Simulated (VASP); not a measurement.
# V (Pm-3m) in VASP: further runs

V is run at these levels: r2SCAN; tasks: single point.

Everything below comes from runs of VASP 6.6.1. Logs are shortened: lines on timing, memory, paths and dates and some standing lists are left out, and cuts for length are marked.

## Step 1: The cell of the first run

Symmetry: Pm-3m, No. 221, cubic system. Conventional cell: a = 2.461 Å, b = 2.461 Å, c = 2.461 Å, α = 90.00°, β = 90.00°, γ = 90.00°. Within 3.2 Å of V (site symmetry m-3m) lie 6 V at 2.46 Å.

This isn't the form of V at room conditions, which is bcc.

## Step 2: Single point, r2SCAN (14.90 Å³/atom)

Input file POSCAR:

```
V
1.0
    2.4606782320      0.0000000000      0.0000000000
    0.0000000000      2.4606782320      0.0000000000
    0.0000000000      0.0000000000      2.4606782320
V
1
Direct
    0.0000000000      0.0000000000      0.0000000000
```

Input file INCAR.step1:

```
SYSTEM = V
  ALGO = Normal
  EDIFF = 1E-4
  ENCUT = 520
  GGA = PE
  ISMEAR = -1
  LASPH = .TRUE.
  LCHARG = .FALSE.
  LREAL = .FALSE.
  LWAVE = .TRUE.
  NBANDS = 12
  NELM = 80
  PREC = Accurate
  SIGMA = 0.1
```

Input file INCAR.step2:

```
SYSTEM = V
  ALGO = Normal
  EDIFF = 1E-6
  ENCUT = 520
  ISIF = 2
  ISMEAR = -1
  ISTART = 1
  LASPH = .TRUE.
  LCHARG = .FALSE.
  LMIXTAU = .TRUE.
  LREAL = .FALSE.
  LWAVE = .FALSE.
  METAGGA = R2SCAN
  NBANDS = 12
  NELM = 80
  PREC = Accurate
  SIGMA = 0.1
```

Input file KPOINTS:

```
k-points
0
G
  14 14 14
  0 0 0
```

Potentials or basis: VASP PAW PBE potentials, release 64 (V_sv).

Run with:

```bash
$ cat potpaw_PBE.64/V_sv/POTCAR > POTCAR
$ cp INCAR.step1 INCAR
$ mpirun -np 1 vasp_std > vasp.out
$ cp INCAR.step2 INCAR
$ mpirun -np 1 vasp_std > vasp.out
```

OUTCAR:

```text
SYSTEM = V
   EDIFF = 1E-6
   ENCUT = 520
   ISIF = 2
   ISMEAR = -1
   ISTART = 1
   LASPH = .TRUE.
   LREAL = .FALSE.
   METAGGA = R2SCAN
   NELM = 80
   PREC = Accurate

 ion  position               nearest neighbor table
   1  0.000  0.000  0.000-

  LATTYP: Found a simple cubic cell.
 ALAT       =     2.4606782320

  Lattice vectors:

 A1 = (   2.4606782320,   0.0000000000,   0.0000000000)
 A2 = (   0.0000000000,   2.4606782320,   0.0000000000)
 A3 = (   0.0000000000,   0.0000000000,   2.4606782320)

Analysis of symmetry for initial positions (statically):
=====================================================================
 Subroutine PRICEL returns:
 Original cell was already a primitive cell.

 Routine SETGRP: Setting up the symmetry group for a
 simple cubic supercell.

 Subroutine GETGRP returns: Found 48 space group operations
 (whereof 48 operations were pure point group operations)
 out of a pool of 48 trial point group operations.

The static configuration has the point symmetry O_h .

Analysis of symmetry for dynamics (positions and initial velocities):
=====================================================================
 Subroutine PRICEL returns:
 Original cell was already a primitive cell.

 Routine SETGRP: Setting up the symmetry group for a
 simple cubic supercell.

 Subroutine GETGRP returns: Found 48 space group operations
 (whereof 48 operations were pure point group operations)
 out of a pool of 48 trial point group operations.

The dynamic configuration has the point symmetry O_h .

 Subroutine INISYM returns: Found 48 space group operations
 (whereof 48 operations are pure point group operations),
 and found     1 'primitive' translations

----------------------------------------------------------------------------------------

                                     Primitive cell

  volume of cell :      14.8993

  direct lattice vectors                    reciprocal lattice vectors
     2.460678232  0.000000000  0.000000000     0.406392021  0.000000000  0.000000000
     0.000000000  2.460678232  0.000000000     0.000000000  0.406392021  0.000000000
     0.000000000  0.000000000  2.460678232     0.000000000  0.000000000  0.406392021

  length of vectors
     2.460678232  2.460678232  2.460678232     0.406392021  0.406392021  0.406392021

  position of ions in fractional coordinates (direct lattice)
     0.000000000  0.000000000  0.000000000

  ion indices of the primitive-cell ions
   primitive index   ion index
                 1           1

----------------------------------------------------------------------------------------

 KPOINTS: k-points

Automatic generation of k-mesh.
 Grid dimensions read from file:
 generate k-points for:   14   14   14

 Generating k-lattice:

  Cartesian coordinates                     Fractional coordinates (reciprocal lattice)
     0.029028002  0.000000000  0.000000000     0.071428571  0.000000000  0.000000000
     0.000000000  0.029028002  0.000000000     0.000000000  0.071428571  0.000000000
     0.000000000  0.000000000  0.029028002     0.000000000  0.000000000  0.071428571

  Length of vectors
     0.029028002  0.029028002  0.029028002

  Shift w.r.t. Gamma in fractional coordinates (k-lattice)
     0.000000000  0.000000000  0.000000000

 Subroutine IBZKPT returns following result:
 ===========================================

 Found    120 irreducible k-points:

 Following reciprocal coordinates:
            Coordinates               Weight
  0.000000  0.000000  0.000000      1.000000
  0.071429  0.000000  0.000000      6.000000
  0.142857  0.000000  0.000000      6.000000
  0.214286  0.000000  0.000000      6.000000
  0.285714  0.000000  0.000000      6.000000
  0.357143  0.000000  0.000000      6.000000
[... 16 lines left out ...]
  0.285714  0.214286  0.000000     24.000000
  0.357143  0.214286  0.000000     24.000000
 [... further k-points ...]
   k-points           NKPTS =    120   k-points in BZ     NKDIM =    120   number of bands    NBANDS=     12
   number of dos      NEDOS =    301   number of ions     NIONS =      1
   total plane-waves  NPLWV =   5832
   dimension x,y,z NGX =    18 NGY =   18 NGZ =   18
   dimension x,y,z NGXF=    36 NGYF=   36 NGZF=   36
   ions per type =               1
   NGX,Y,Z   is equivalent  to a cutoff of  12.16, 12.16, 12.16 a.u.
   NGXF,Y,Z  is equivalent  to a cutoff of  24.32, 24.32, 24.32 a.u.
 SYSTEM =  V
   PREC   = accura    normal or accurate (medium, high low for compatibility)
   ISTART =      1    job   : 0-new  1-cont  2-samecut
   ICHARG =      0    charge: 1-file 2-atom 10-const
   ISPIN  =      1    spin polarized calculation?
   LNONCOLLINEAR =      F non collinear calculations
   LSORBIT =      F    spin-orbit coupling
   LASPH  =      T    aspherical Exc in radial PAW
   ENCUT  =  520.0 eV  38.22 Ry    6.18 a.u.   4.58  4.58  4.58*2*pi/ulx,y,z
   NELM   =     80;   NELMIN=  2; NELMDL=  0     # of ELM steps
   EDIFF  = 0.1E-05   stopping-criterion for ELM
   LREAL  =      F    real-space projection
   EDIFFG = 0.1E-04   stopping-criterion for IOM
   NSW    =      0    number of steps for IOM
   IBRION =     -1    ionic relax: 0-MD 1-quasi-New 2-CG
   NFREE  =      0    steps in history (QN), initial steepest desc. (CG)
   ISIF   =      2    stress and relaxation
   ISYM   =      2    0-nonsym 1-usesym 2-fastsym
   POTIM  = 0.5000    time-step for ionic-motion
   TEBEG  =    0.0;   TEEND  =   0.0 temperature during run
   PSTRESS=    0.0 pullay stress
   NELECT =      13.0000    total number of electrons
   NUPDOWN=      -1.0000    fix difference up-down
   EMIN   =  10.00;   EMAX   =-10.00  energy-range for DOS
   EFERMI =   0.00;   METHOD = LEGACY
   ISMEAR =    -1;   SIGMA  =   0.10  broadening in eV -4-tet -1-fermi 0-gaus
   EFERMI_NEDOS =   21; number of points for ismear=-14 and -15
   IALGO  =     38    algorithm
   IMIX   =      4    mixing-type and parameters
     AMIX     =   0.40;   BMIX     =  1.00
     AMIX_MAG =   1.60;   BMIX_MAG =  1.00
  volume/ion in A,a.u.               =      14.90       100.55
  Fermi-wavevector in a.u.,A,eV,Ry     =   1.564352  2.956196 33.296135  2.447197
  Thomas-Fermi vector in A             =   2.666988
   LORBIT       =      0    0 simple, 1 ext, 2 COOP (PROOUT), +10 PAW based schemes
   METAGGA = R2SCAN    functional components
   LHFCALC =     F    Hartree Fock is set to
   AEXX    =    0.0000 exact exchange contribution
   IVDW    =     0    specifies the selected vdW correction
   LEPSILON=     F    determine dielectric tensor
   LRPA    =     F    only Hartree local field effects (RPA)
 non-spin polarized calculation
  energy-cutoff  :      520.00
  volume of cell :       14.90
 maximum number of plane-waves:       432
   NGX =  9   NGY =  9   NGZ =  9

 number of electron      12.9999987 magnetization

 Free energy of the ion-electron system (eV)
  ---------------------------------------------------
  ext. energy  EPLUGINS =         0.00000000
  ---------------------------------------------------
  free energy    TOTEN  =       -13.27236794 eV

  energy without entropy =      -13.21789213  energy(sigma->0) =      -13.24513004

 E-fermi :   8.6808     XC(G=0): -13.3125

 val. band max:        8.6507542356   @ k =   0.4286   0.2143   0.2143
 cond. band min:       8.6817235982   @ k =   0.3571   0.2143   0.0000
 fundamental gap:      0.0309693625
 Fermi energy:         8.6808025858

 k-point     1 :       0.0000    0.0000    0.0000
  band No.  band energies     occupation
      1     -57.7802      2.00000
      2     -29.9113      2.00000
      3     -29.9113      2.00000
      4     -29.9113      2.00000
      5       1.8863      2.00000
      6       6.3489      2.00000
      7       6.3489      2.00000
      8      12.4519      0.00000
      9      12.4519      0.00000
     10      12.4519      0.00000
     11      27.7767      0.00000
     12      27.7767      0.00000

 k-point     2 :       0.0714    0.0000    0.0000
  band No.  band energies     occupation
      1     -57.7722      2.00000
      2     -29.9660      2.00000
      3     -29.9068      2.00000
      4     -29.9068      2.00000
      5       2.0436      2.00000
      6       6.3851      2.00000
      7       6.4648      2.00000
      8      12.3346      0.00000
      9      12.3346      0.00000
     10      12.4606      0.00000
     11      26.4000      0.00000
     12      28.0184      0.00000

 k-point     3 :       0.1429    0.0000    0.0000
  band No.  band energies     occupation
      1     -57.7497      2.00000
      2     -30.1176      2.00000
      3     -29.8940      2.00000
      4     -29.8940      2.00000
      5       2.4974      2.00000
      6       6.4881      2.00000
      7       6.7947      2.00000
      8      12.0187      0.00000
      9      12.0187      0.00000
     10      12.4850      0.00000
     11      23.9930      0.00000
     12      28.7096      0.00000
[... 286 lines left out ...]
 k-point    23 :       0.2857    0.2143    0.0000
  band No.  band energies     occupation
      1     -57.6189      2.00000
      2     -30.5169      2.00000
      3     -30.2589      2.00000
      4     -29.8205      2.00000
      5       5.0085      2.00000
      6       7.2924      2.00000
      7       8.5156      1.67827
      8      10.6135      0.00000
      9      11.2706      0.00000
     10      11.7999      0.00000
     11      20.3786      0.00000
     12      24.0969      0.00000

 k-point    24 :       0.3571    0.2143    0.0000
  band No.  band energies     occupation
      1     -57.5863      2.00000
      2     -30.7189      2.00000
      3     -30.2355      2.00000
      4     -29.8023      2.00000
      5       5.6948      2.00000
      6       7.3339      2.00000
      7       8.6817      0.99539
      8      10.9265      0.00000
      9      11.0508      0.00000
     10      11.8488      0.00000
     11      18.5232      0.00000
     12      24.9414      0.00000

 [... further k-points ...]

------------------------ aborting loop because EDIFF is reached ----------------------------------------

  FORCE on cell =-STRESS in cart. coord.  units (eV):
  Direction    XX          YY          ZZ          XY          YZ          ZX
  --------------------------------------------------------------------------------------
  -------------------------------------------------------------------------------------
  Total       -0.3352293     -0.3352293     -0.3352293      0.0000000      0.0000000     -0.0000000
  in kB      -36.0485685    -36.0485685    -36.0485685      0.0000000      0.0000000     -0.0000000
  external PRESSURE =     -36.0485685 kB  Pullay stress =       0.0000000 kB

 VOLUME and BASIS-vectors are now :
 -----------------------------------------------------------------------------
  energy-cutoff  :      520.00
  volume of cell :       14.90
      direct lattice vectors                 reciprocal lattice vectors
     2.460678232  0.000000000  0.000000000     0.406392021  0.000000000  0.000000000
     0.000000000  2.460678232  0.000000000     0.000000000  0.406392021  0.000000000
     0.000000000  0.000000000  2.460678232     0.000000000  0.000000000  0.406392021

 POSITION                                       TOTAL-FORCE (eV/Angst)
 -----------------------------------------------------------------------------------
      0.00000      0.00000      0.00000         0.000000      0.000000      0.000000
 -----------------------------------------------------------------------------------
    total drift:                               -0.000000      0.000000      0.000000

  FREE ENERGIE OF THE ION-ELECTRON SYSTEM (eV)
  ---------------------------------------------------
  free  energy   TOTEN  =       -13.2723679403 eV

  energy  without entropy=      -13.2178921298  energy(sigma->0) =      -13.24513004
```

Run time: 60 s. Hardware: 1 thread of Intel Xeon 8259CL, shared host; peak memory 0.14 GiB.

Results:

* Free energy: -13.2724 eV
* Pressure: -3.6 GPa
* Band gap on the k mesh: zero (an odd number of electrons rules out a gap without spin polarisation)

Caveat: the cell stands under tension; the PAW data sets were made with another functional, which shifts forces and pressure a little.

## Step 3: Single point, r2SCAN (15.47 Å³/atom)

This run uses another cell than the first one, of 15.47 Å³/atom.

Input file POSCAR:

```
V
1.0
    2.4918293647      0.0000000000      0.0000000000
    0.0000000000      2.4918293647      0.0000000000
    0.0000000000      0.0000000000      2.4918293647
V
1
Direct
    0.0000000000      0.0000000000      0.0000000000
```

Input file INCAR.step1:

```
SYSTEM = V
ALGO     = Normal         ! electronic algorithm
EDIFF    = 1E-4           ! SCF threshold, eV
ENCUT    = 520            ! plane-wave cutoff, eV
GGA      = PE             ! functional
ISMEAR   = -1             ! smearing method
LASPH    = .True.         ! aspherical terms in the spheres
LCHARG   = .False.        ! write CHGCAR
LREAL    = .False.        ! projectors in reciprocal space
LWAVE    = .True.         ! write WAVECAR
NBANDS   = 12             ! bands
NELM     = 80             ! most SCF steps
PREC     = Accurate       ! precision mode
SIGMA    = 0.1            ! smearing width, eV
```

Input file INCAR.step2:

```
SYSTEM = V
ALGO     = Normal         ! electronic algorithm
EDIFF    = 1E-7           ! SCF threshold, eV
ENCUT    = 520            ! plane-wave cutoff, eV
ISIF     = 2              ! what is computed and relaxed
ISMEAR   = -1             ! smearing method
ISTART   = 1            
LASPH    = .True.         ! aspherical terms in the spheres
LCHARG   = .False.        ! write CHGCAR
LMIXTAU  = .True.       
LREAL    = .False.        ! projectors in reciprocal space
LWAVE    = .False.        ! write WAVECAR
METAGGA  = R2SCAN         ! meta-GGA
NBANDS   = 12             ! bands
NELM     = 80             ! most SCF steps
PREC     = Accurate       ! precision mode
SIGMA    = 0.1            ! smearing width, eV
```

Input file KPOINTS:

```
k-points
0
Gamma
  14 14 14
  0 0 0
```

Potentials or basis: VASP PAW PBE potentials, release 64 (V_sv).

Run with:

```bash
$ cat potpaw_PBE.64/V_sv/POTCAR > POTCAR
$ cp INCAR.step1 INCAR
$ mpirun -np 1 vasp_std > vasp.out
$ cp INCAR.step2 INCAR
$ mpirun -np 1 vasp_std > vasp.out
```

It took 82 s on 1 thread of Intel Xeon 8259CL, shared host; peak memory 0.14 GiB.

Results (log left out):

```
Free energy            : -13.2518 eV
Pressure               : -8.0 GPa
Band gap on the k mesh : zero (an odd number of electrons rules out a gap without spin polarisation)
```

Levels at points of the mesh, in eV from the Fermi level:
```
           k point  band 4  band 5  band 6  band 7  band 8  band 9  band 10  band 11
(0.00, 0.00, 0.00)  -38.67   -6.69   -2.22   -2.22    3.62    3.62     3.62    18.64
(0.50, 0.00, 0.00)  -38.59   -2.40   -1.47   -0.48    1.72    1.72     3.79     7.52
(0.50, 0.50, 0.00)  -38.51   -3.38   -0.83    2.14    2.14    4.49     5.99     5.99
(0.50, 0.50, 0.50)  -39.36   -1.70   -1.70   -1.70    4.60    4.60    10.56    13.28
```

Caveat: the cell stands under tension; the PAW data sets were made with another functional, which shifts forces and pressure a little.

[end of part 1 of 2]
